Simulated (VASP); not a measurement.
# Be3CCl2: single point with PBE

The system is Be3CCl2.

```
CELL_PARAMETERS angstrom
3.10459 0.00000 0.00000
-1.55229 2.68865 0.00000
0.00000 0.00000 10.89628
ATOMIC_POSITIONS crystal
Be 0.33333 0.66667 0.96105
Be 0.66667 0.33333 0.03895
Be 0.00000 0.00000 0.50000
C 0.00000 0.00000 0.00000
Cl 0.33333 0.66667 0.38191
Cl 0.66667 0.33333 0.61809
```

```
Program             : VASP 6.6.1
Task                : single point
Functional          : PBE
Potentials or basis : VASP PAW PBE potentials, release 64 (Be, C, Cl)
Cutoff              : 520 eV
k mesh              : 6 × 6 × 2
Occupations         : gaussian, width 0.1 eV
Spin                : no spin polarisation
```

```
Pressure               : 0.0 GPa
Largest force          : 0.006 eV/Å
Band gap on the k mesh : 2.24 eV, indirect (least direct gap 2.48 eV)
```

Forces in eV/Å, atoms in the order of the input:
```
Be   0.000  0.000 -0.006
Be   0.000  0.000  0.006
Be   0.000  0.000  0.000
C    0.000  0.000  0.000
Cl   0.000  0.000  0.001
Cl   0.000  0.000 -0.001
```

Stress tensor (GPa, compression positive):
```
-0.01  0.00  0.00
 0.00 -0.01  0.00
 0.00  0.00  0.14
```

Levels at points of the mesh, in eV from the valence-band top:
```
           k point  band 10  band 11  band 12  band 13  band 14  band 15
(0.00, 0.00, 0.00)    -2.81    -0.09    -0.09     2.39     4.24     4.90
(0.50, 0.00, 0.00)    -3.35    -2.83    -0.53     2.24     3.20     4.52
(0.00, 0.00, 0.50)    -2.81    -0.09    -0.09     2.84     4.26     4.44
(0.50, 0.00, 0.50)    -3.35    -2.83    -0.52     2.37     3.03     4.64
```

It took 30 s on 1 thread of Intel Xeon 6975P-C, with other jobs on the host, peak memory 0.21 GiB.

A k mesh can miss the band edges. PBE gaps usually lie below the measured ones, often by a third to a half.
